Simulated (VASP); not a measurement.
# AlSi16 (a cell with a defect) in VASP: notebook

The runs below take AlSi16 (a cell with a defect) through single point, with PBE.

Program: VASP 6.6.1. These are calculated values, not measurements. Logs are shortened: lines on timing, memory, paths and dates and some standing lists are left out, and cuts for length are marked.

## (1) The cell of the first run

The cell holds a defect, 17 atoms: a = 7.679 Å, b = 7.679 Å, c = 7.679 Å, α = 60.00°, β = 60.00°, γ = 60.00°.

## (2) Single point, PBE, collinear spin, zero start

INCAR

```
ALGO = Normal
EDIFF = 1E-6
ENCUT = 520
GGA = PE
ISIF = 2
ISMEAR = -1
ISPIN = 2
LASPH = T
LCHARG = T
LELF = T
LORBIT = 11
LREAL = Auto
LVHAR = T
LWAVE = F
MAGMOM = 0 0 0 0 0 0 0 0 0 0 0 0 0 0 0 0 0
NBANDS = 52
NELM = 150
PREC = Accurate
SIGMA = 0.02
```

KPOINTS

```
k-points
0
Gamma
  2 2 2
```

POSCAR

```
AlSi16
1.0
    0.0000000000      5.4300000000      5.4300000000
    5.4300000000      0.0000000000      5.4300000000
    5.4300000000      5.4300000000      0.0000000000
Si Al
16 1
Direct
    0.0056537753      0.0144014733      0.0430755064
    0.2236003683      0.1280202578      0.1170994475
    0.0420810313      0.0478268877      0.4905156538
    0.1381399632      0.1332596685      0.6808287293
    0.0035267035      0.5589779006      0.0087937385
    0.1230110497      0.6434898711      0.1400828729
   -0.0448802947      0.5179558011      0.5232596685
    0.0415561694      0.6946685083      0.6457366483
    0.5352209945      0.0303038674     -0.0869521179
    0.6349171271      0.1231491713      0.1343830571
    0.4978637201     -0.0257642726      0.5417863720
    0.5804051565      0.2231491713      0.5354880295
    0.4738121547      0.4875138122      0.0313627993
    0.5824125230      0.6431860037      0.1395580110
    0.3855801105      0.5613075506      0.4787108656
    0.6056077348      0.5859944751      0.6447605893
    0.8481031308      0.3932412523      0.9556721915
```

Potentials or basis: VASP PAW PBE potentials, release 64 (Si, Al).

Launch:

```
$ cat potpaw_PBE.64/Si/POTCAR potpaw_PBE.64/Al/POTCAR > POTCAR
$ mpirun -np 1 vasp_std > vasp.out
```

OUTCAR:

```text
EDIFF = 1E-6
   ENCUT = 520
   GGA = PE
   ISIF = 2
   ISMEAR = -1
   ISPIN = 2
   LASPH = T
   LORBIT = 11
   LREAL = Auto
   NELM = 150
   PREC = Accurate

 ion  position               nearest neighbor table
   1  0.006  0.014  0.043-   4 2.27   6 2.34  10 2.35  17 2.39   2 2.61
   2  0.224  0.128  0.117-   9 2.09   3 2.37   1 2.61   5 2.75  17 3.03
   3  0.042  0.048  0.491-   8 2.36   4 2.37   2 2.37  12 2.99
   4  0.138  0.133  0.681-   1 2.27  11 2.29   3 2.37   7 2.48  17 2.91
   5  0.004  0.559  0.009-   6 2.11   8 2.35  17 2.39  14 2.68   2 2.75
   6  0.123  0.643  0.140-   5 2.11  13 2.22   1 2.34   7 2.42
   7  0.955  0.518  0.523-  16 2.22   6 2.42   8 2.44   4 2.48  17 2.74
   8  0.042  0.695  0.646-  15 2.21   5 2.35   3 2.36   7 2.44  17 2.76
   9  0.535  0.030  0.913-   2 2.09  12 2.44  14 2.53  10 2.65
  10  0.635  0.123  0.134-  13 2.30   1 2.35  11 2.56   9 2.65  17 2.68
  11  0.498  0.974  0.542-  12 2.27   4 2.29  16 2.46  10 2.56
  12  0.580  0.223  0.535-  15 2.19  11 2.27   9 2.44   3 2.99  14 3.14
  13  0.474  0.488  0.031-   6 2.22  10 2.30  14 2.34  17 2.41  16 2.43
  14  0.582  0.643  0.140-  15 2.20  13 2.34  17 2.40   9 2.53   5 2.68  12 3.14
  15  0.386  0.561  0.479-  12 2.19  14 2.20   8 2.21  16 2.69
  16  0.606  0.586  0.645-   7 2.22  13 2.43  11 2.46  15 2.69  17 3.08
  17  0.848  0.393  0.956-   1 2.39   5 2.39  14 2.40  13 2.41  10 2.68   7 2.74   8 2.76   4 2.91
                             2 3.03  16 3.08

  LATTYP: Found a face centered cubic cell.
 ALAT       =    10.8600000000

  Lattice vectors:

 A1 = (   0.0000000000,   5.4300000000,   5.4300000000)
 A2 = (   5.4300000000,   0.0000000000,   5.4300000000)
 A3 = (   5.4300000000,   5.4300000000,   0.0000000000)

Analysis of symmetry for initial positions (statically):
=====================================================================
 Subroutine PRICEL returns:
 Original cell was already a primitive cell.

 Routine SETGRP: Setting up the symmetry group for a
 face centered cubic supercell.

 Subroutine GETGRP returns: Found  1 space group operations
 (whereof  1 operations were pure point group operations)
 out of a pool of 48 trial point group operations.

The static configuration has the point symmetry C_1 .

Analysis of symmetry for dynamics (positions and initial velocities):
=====================================================================
 Subroutine PRICEL returns:
 Original cell was already a primitive cell.

 Routine SETGRP: Setting up the symmetry group for a
 face centered cubic supercell.

 Subroutine GETGRP returns: Found  1 space group operations
 (whereof  1 operations were pure point group operations)
[... 174 lines left out ...]
  ---------------------------------------------------
  free energy    TOTEN  =       -81.70652827 eV

  energy without entropy =      -81.69908687  energy(sigma->0) =      -81.70280757

 E-fermi :   6.6692     XC(G=0):  -9.7311

 val. band max:        6.6317618504   @ k =   0.0000   0.0000   0.0000
 cond. band min:       6.6916239731   @ k =   0.5000   0.0000   0.0000
 fundamental gap:      0.0598621227
 Fermi energy:         6.6692125066

 spin component 1

 k-point     1 :       0.0000    0.0000    0.0000
  band No.  band energies     occupation
      1      -6.0599      1.00000
      2      -3.7574      1.00000
      3      -3.6883      1.00000
      4      -3.5892      1.00000
      5      -3.3301      1.00000
      6      -2.4753      1.00000
[... 373 lines left out ...]
     44       9.9741      0.00000
     45      10.2061      0.00000
 Fermi energy:         6.6692125066

 spin component 2

 k-point     1 :       0.0000    0.0000    0.0000
  band No.  band energies     occupation
      1      -6.0599      1.00000
      2      -3.7574      1.00000
      3      -3.6883      1.00000
      4      -3.5892      1.00000
      5      -3.3301      1.00000
      6      -2.4753      1.00000
[... 373 lines left out ...]
     44       9.9741      0.00000
     45      10.2061      0.00000
 [bands above 45 left out]

------------------------ aborting loop because EDIFF is reached ----------------------------------------

  FORCE on cell =-STRESS in cart. coord.  units (eV):
  Direction    XX          YY          ZZ          XY          YZ          ZX
  --------------------------------------------------------------------------------------
  -------------------------------------------------------------------------------------
  Total       16.8643900      5.6009850     13.1515997     -5.0502520      6.6844008     -4.1402078
  in kB       84.3823731     28.0249926     65.8051190    -25.2693546     33.4459532    -20.7158730
  external PRESSURE =      59.4041616 kB  Pullay stress =       0.0000000 kB

 VOLUME and BASIS-vectors are now :
 -----------------------------------------------------------------------------
  energy-cutoff  :      520.00
  volume of cell :      320.21
      direct lattice vectors                 reciprocal lattice vectors
     0.000000000  5.430000000  5.430000000    -0.092081031  0.092081031  0.092081031
     5.430000000  0.000000000  5.430000000     0.092081031 -0.092081031  0.092081031
     5.430000000  5.430000000  0.000000000     0.092081031  0.092081031 -0.092081031

 POSITION                                       TOTAL-FORCE (eV/Angst)
 -----------------------------------------------------------------------------------
      0.31210      0.26460      0.10890         0.037097      1.177902     -0.014994
      1.33100      1.85000      1.90930         3.306123     -2.487269     -2.224859
      2.92320      2.89200      0.48820         0.365891     -0.940274     -0.516172
      4.42050      4.44700      1.47370        -0.219865     -1.605754      0.449051
      3.08300      0.06690      3.05440        -1.841689     -1.039914     -1.940848
      4.25480      1.42860      4.16210         2.621237      1.369527      0.322860
[... 9 lines left out ...]
      6.68300      6.78950      6.47040         1.372569     -1.450920     -1.081774
      7.32460      9.79450      6.74050        -1.103840      0.318034      0.623355
 -----------------------------------------------------------------------------------
    total drift:                               -0.000441     -0.000067      0.000498

  FREE ENERGIE OF THE ION-ELECTRON SYSTEM (eV)
  ---------------------------------------------------
  free  energy   TOTEN  =       -81.7065282684 eV

  energy  without entropy=      -81.6990868734  energy(sigma->0) =      -81.70280757

 total charge

# of ion       s       p       d       tot
------------------------------------------
    1        0.761   0.947   0.000   1.708
    2        0.783   0.876   0.000   1.659
    3        0.778   0.832   0.000   1.610
    4        0.754   0.926   0.000   1.680
    5        0.781   0.924   0.000   1.705
    6        0.771   0.992   0.000   1.763
[... 9 lines left out ...]
   16        0.782   0.857   0.000   1.639
   17        0.484   0.356   0.000   0.840
--------------------------------------------------
tot         12.834  14.896   0.000  27.730

 magnetization (x)

# of ion       s       p       d       tot
------------------------------------------
    1       -0.000  -0.000   0.000  -0.000
    2        0.000   0.000   0.000   0.000
    3       -0.000  -0.000   0.000  -0.000
    4        0.000   0.000   0.000   0.000
    5        0.000   0.000   0.000   0.000
    6        0.000   0.000   0.000   0.000
[... 9 lines left out ...]
   16        0.000   0.000   0.000   0.000
   17        0.000   0.000   0.000   0.000
--------------------------------------------------
tot          0.000  -0.000   0.000  -0.000
```

OSZICAR:

```text
N       E                     dE             d eps       ncg     rms          rms(c)
DAV:   1     0.152349538075E+03    0.15235E+03   -0.25114E+04  1664   0.106E+03
DAV:   2    -0.699883186334E+02   -0.22234E+03   -0.20869E+03  2012   0.160E+02
DAV:   3    -0.833490950825E+02   -0.13361E+02   -0.13026E+02  2156   0.343E+01
DAV:   4    -0.836209839980E+02   -0.27189E+00   -0.27061E+00  2096   0.599E+00
DAV:   5    -0.836276756461E+02   -0.66916E-02   -0.66832E-02  2120   0.907E-01    0.142E+01
DAV:   6    -0.821264499686E+02    0.15012E+01   -0.15091E+00  1944   0.376E+00    0.843E+00
DAV:   7    -0.817027524414E+02    0.42370E+00   -0.16046E+00  2028   0.355E+00    0.162E+00
DAV:   8    -0.817062601672E+02   -0.35077E-02   -0.14518E-01  1928   0.127E+00    0.769E-01
DAV:   9    -0.817060280383E+02    0.23213E-03   -0.10718E-02  2072   0.343E-01    0.309E-01
DAV:  10    -0.817063384537E+02   -0.31042E-03   -0.19766E-03  1896   0.137E-01    0.115E-01
DAV:  11    -0.817064949059E+02   -0.15645E-03   -0.21828E-04  2040   0.539E-02    0.479E-02
DAV:  12    -0.817065221058E+02   -0.27200E-04   -0.30694E-05  1984   0.194E-02    0.256E-02
DAV:  13    -0.817065267105E+02   -0.46047E-05   -0.43988E-06  1976   0.696E-03    0.964E-03
DAV:  14    -0.817065280725E+02   -0.13619E-05   -0.19836E-06  1488   0.499E-03    0.295E-03
DAV:  15    -0.817065282684E+02   -0.19591E-06   -0.29409E-07  1080   0.177E-03
   1 F= -.81706528E+02 E0= -.81702808E+02  d E =-.744139E-02  mag=    -0.0000
```

stdout:

```text
POSCAR found type information on POSCAR SiAl
 POSCAR found :  2 types and      17 ions
 scaLAPACK will be used
 LDA part: xc-table for (Slater+PW92), standard interpolation
 POSCAR, INCAR and KPOINTS ok, starting setup
 FFT: planning ... GRIDC
 FFT: planning ... GRID_SOFT
 FFT: planning ... GRID
 WAVECAR not read
 entering main loop
```

It took 4.5 min on 1 thread of Intel Xeon 6975P-C (Granite Rapids), shared host; peak memory 0.7 GiB.

What came out:

```
Free energy                                           : -81.7065 eV
Pressure                                              : 5.9 GPa
Largest force                                         : 4.698 eV/Å
Net moment                                            : 0.00 μB per cell
Valence electrons inside the program's atomic spheres : Si 1.71, 1.66, 1.61, 1.68, 1.76, 1.70, 1.63, 1.73, 1.67, 1.64 (each value once); Al 0.84
```

Forces on the atoms (eV/Å):
```
Si   0.037  1.178 -0.015
Si   3.306 -2.487 -2.225
Si   0.366 -0.940 -0.516
Si  -0.220 -1.606  0.449
Si  -1.842 -1.040 -1.941
Si   2.621  1.370  0.323
Si  -0.888  1.597  1.062
Si   0.720 -0.880 -0.435
Si  -1.891  1.812  1.632
Si  -0.553  0.210 -1.879
Si  -1.405 -0.708  0.063
Si  -1.284  2.903  0.183
Si  -0.675 -0.738  0.429
Si   0.127 -0.897  2.445
Si   1.311  1.360  0.883
Si   1.373 -1.451 -1.082
Al  -1.104  0.318  0.623
```

Stress tensor (GPa, compression positive):
```
 8.44 -2.53 -2.07
-2.53  2.80  3.34
-2.07  3.34  6.58
```

Levels at points of the mesh, in eV from the Fermi level:
Spin up:
| k point | band 29 | band 30 | band 31 | band 32 | band 33 | band 34 | band 35 | band 36 | band 37 | band 38 |
| --- | --- | --- | --- | --- | --- | --- | --- | --- | --- | --- |
| (0.00, 0.00, 0.00) | -1.31 | -1.03 | -0.88 | -0.43 | -0.40 | -0.08 | -0.04 | 0.11 | 0.29 | 0.41 |
| (0.50, 0.00, 0.00) | -1.43 | -1.37 | -0.96 | -0.44 | -0.25 | 0.02 | 0.24 | 0.55 | 0.97 | 1.11 |
| (0.00, 0.50, 0.00) | -1.60 | -1.40 | -1.02 | -0.51 | -0.40 | -0.15 | 0.10 | 0.72 | 0.78 | 1.05 |
| (0.00, 0.00, 0.50) | -1.33 | -1.15 | -0.87 | -0.71 | -0.40 | -0.04 | 0.12 | 0.80 | 0.91 | 1.01 |
| (0.50, 0.50, 0.50) | -1.61 | -1.19 | -0.93 | -0.80 | -0.44 | 0.17 | 0.38 | 0.52 | 0.90 | 1.05 |
| (0.50, 0.50, 0.00) | -1.76 | -1.41 | -1.25 | -0.91 | -0.16 | 0.29 | 0.73 | 1.13 | 1.32 | 1.39 |
| (0.00, 0.50, 0.50) | -1.85 | -1.62 | -1.05 | -0.80 | -0.22 | 0.34 | 0.67 | 0.90 | 1.16 | 1.44 |
| (0.50, 0.00, 0.50) | -2.00 | -1.56 | -1.46 | -1.14 | -0.12 | 0.34 | 1.04 | 1.16 | 1.31 | 1.48 |
Spin down:
```
           k point  band 29  band 30  band 31  band 32  band 33  band 34  band 35  band 36  band 37  band 38
(0.00, 0.00, 0.00)    -1.31    -1.03    -0.88    -0.43    -0.40    -0.08    -0.04     0.11     0.29     0.41
(0.50, 0.00, 0.00)    -1.43    -1.37    -0.96    -0.44    -0.25     0.02     0.24     0.55     0.97     1.11
(0.00, 0.50, 0.00)    -1.60    -1.40    -1.02    -0.51    -0.40    -0.15     0.10     0.72     0.78     1.05
(0.00, 0.00, 0.50)    -1.33    -1.15    -0.87    -0.71    -0.40    -0.04     0.12     0.80     0.91     1.01
(0.50, 0.50, 0.50)    -1.61    -1.19    -0.93    -0.80    -0.44     0.17     0.38     0.52     0.90     1.05
(0.50, 0.50, 0.00)    -1.76    -1.41    -1.25    -0.91    -0.16     0.29     0.73     1.13     1.32     1.39
(0.00, 0.50, 0.50)    -1.85    -1.62    -1.05    -0.80    -0.22     0.34     0.67     0.90     1.16     1.44
(0.50, 0.00, 0.50)    -2.00    -1.56    -1.46    -1.14    -0.12     0.34     1.04     1.16     1.31     1.48
```

Caveat: the k points lie up to 0.50 Å⁻¹ apart; no moment was typed at the start, so none could form.

## (3) Single point, PBE, collinear spin, zero start

INCAR

```
SYSTEM = AlSi16
PREC = Accurate
ENCUT = 520
EDIFF = 1E-6
ISMEAR = -1
SIGMA = 0.02
LREAL = Auto
LASPH = .TRUE.
NELM = 150
ALGO = Normal
ISIF = 2
LWAVE = .FALSE.
LCHARG = .TRUE.
ISPIN = 2
MAGMOM = 0 0 0 0 0 0 0 0 0 0 0 0 0 0 0 0 0
LORBIT = 11
GGA = PE
LELF = .TRUE.
LVHAR = .TRUE.
NBANDS = 52
```

KPOINTS

```
Automatic mesh
0
G
  2 2 2
  0 0 0
```

POSCAR

```
AlSi16
1.0
    0.0000000000      5.4300000000      5.4300000000
    5.4300000000      0.0000000000      5.4300000000
    5.4300000000      5.4300000000      0.0000000000
Si Al
16 1
Direct
   -0.0424493554     -0.0456537753      0.0667587477
    0.2105616943      0.2097882136      0.0835635359
   -0.0662523020      0.0723480663      0.4726427256
    0.0516298343      0.1079834254      0.6614456722
   -0.0150092081      0.5676979742     -0.0039963168
    0.0940423573      0.5794751381      0.2192357274
   -0.0812523020      0.4638674033      0.6082136280
    0.1002486188      0.6898250460      0.5991436464
    0.5061602210     -0.0251473297     -0.0516298343
    0.5882872928      0.0666666667      0.1508103131
    0.4259852670     -0.0209208103      0.5468139963
    0.5692909761      0.1575230203      0.6003591160
    0.4560036832      0.4603683241      0.0315285451
    0.5955156538      0.6058471455      0.1361786372
    0.4600184162      0.5114548803      0.5078084715
    0.5501933702      0.6176151013      0.6792909761
    0.8573480663      0.3449355433      0.9561694291
```

Potentials or basis: VASP PAW PBE potentials, release 64 (Si, Al).

Launch:

```
$ cat potpaw_PBE.64/Si/POTCAR potpaw_PBE.64/Al/POTCAR > POTCAR
$ mpirun -np 1 vasp_std > vasp.out
```

Wall time 5.4 min (1 thread of Intel Xeon 6975P-C (Granite Rapids), shared host); peak memory 0.7 GiB.

The run converged. Its results:

| Quantity | Value |
| --- | --- |
| Free energy | -83.4474 eV |
| Pressure | 5.2 GPa |
| Largest force | 3.614 eV/Å |
| Net moment | 0.00 μB per cell |
| Valence electrons inside the program's atomic spheres | Si 1.65, 1.63, 1.66, 1.69, 1.67, 1.73, 1.62, 1.72, 1.68 (each value once); Al 0.85 |

Forces on the atoms (eV/Å):
```
Si  -0.439 -0.467  0.466
Si   1.696 -0.512 -1.647
Si  -2.173 -0.094  0.776
Si   0.434  1.884 -0.600
Si  -0.223 -0.867  0.347
Si   0.644  0.035  0.154
Si  -0.838 -2.084  2.832
Si   0.965 -0.502 -1.500
Si   0.346  1.663 -0.608
Si   0.578 -0.258 -0.025
Si  -0.166 -1.187  1.142
Si  -1.392 -0.307 -0.556
Si   0.500  1.096 -1.495
Si   0.162 -0.256  0.587
Si   0.596 -0.445  0.736
Si  -1.176 -0.319  0.406
Al   0.483  2.619 -1.015
```

Stress tensor (GPa, compression positive):
```
 6.75 -0.91  0.97
-0.91  5.62  0.45
 0.97  0.45  3.11
```

Levels at points of the mesh, in eV from the Fermi level:
Spin up:
| k point | band 31 | band 32 | band 33 | band 34 | band 35 | band 36 |
| --- | --- | --- | --- | --- | --- | --- |
| (0.00, 0.00, 0.00) | -0.87 | -0.80 | -0.56 | -0.21 | -0.02 | 0.07 |
| (0.50, 0.00, 0.00) | -1.21 | -0.72 | -0.09 | -0.02 | 0.40 | 0.56 |
| (0.00, 0.50, 0.00) | -1.15 | -0.56 | -0.29 | 0.01 | 0.30 | 0.80 |
| (0.00, 0.00, 0.50) | -1.22 | -0.95 | -0.73 | -0.40 | 0.47 | 0.70 |
| (0.50, 0.50, 0.50) | -0.96 | -0.80 | -0.48 | 0.04 | 0.33 | 0.47 |
| (0.50, 0.50, 0.00) | -1.52 | -1.10 | -0.07 | 0.12 | 0.75 | 1.11 |
| (0.00, 0.50, 0.50) | -1.41 | -0.89 | -0.30 | 0.61 | 0.84 | 0.98 |
| (0.50, 0.00, 0.50) | -1.46 | -0.99 | -0.09 | 0.25 | 0.72 | 0.96 |
Spin down:
| k point | band 30 | band 31 | band 32 | band 33 | band 34 | band 35 | band 36 | band 37 |
| --- | --- | --- | --- | --- | --- | --- | --- | --- |
| (0.00, 0.00, 0.00) | -1.02 | -0.87 | -0.80 | -0.56 | -0.21 | -0.02 | 0.07 | 0.21 |
| (0.50, 0.00, 0.00) | -1.31 | -1.21 | -0.72 | -0.09 | -0.02 | 0.40 | 0.56 | 0.82 |
| (0.00, 0.50, 0.00) | -1.25 | -1.15 | -0.56 | -0.29 | 0.01 | 0.30 | 0.80 | 1.05 |
| (0.00, 0.00, 0.50) | -1.26 | -1.22 | -0.95 | -0.73 | -0.40 | 0.47 | 0.70 | 0.75 |
| (0.50, 0.50, 0.50) | -1.14 | -0.96 | -0.80 | -0.48 | 0.04 | 0.33 | 0.47 | 0.90 |
| (0.50, 0.50, 0.00) | -1.78 | -1.52 | -1.10 | -0.07 | 0.12 | 0.75 | 1.11 | 1.33 |
| (0.00, 0.50, 0.50) | -1.72 | -1.41 | -0.89 | -0.30 | 0.61 | 0.84 | 0.98 | 1.24 |
| (0.50, 0.00, 0.50) | -1.54 | -1.46 | -0.99 | -0.09 | 0.25 | 0.72 | 0.96 | 1.26 |

Caveat: the k points lie up to 0.50 Å⁻¹ apart; no moment was typed at the start, so none could form.
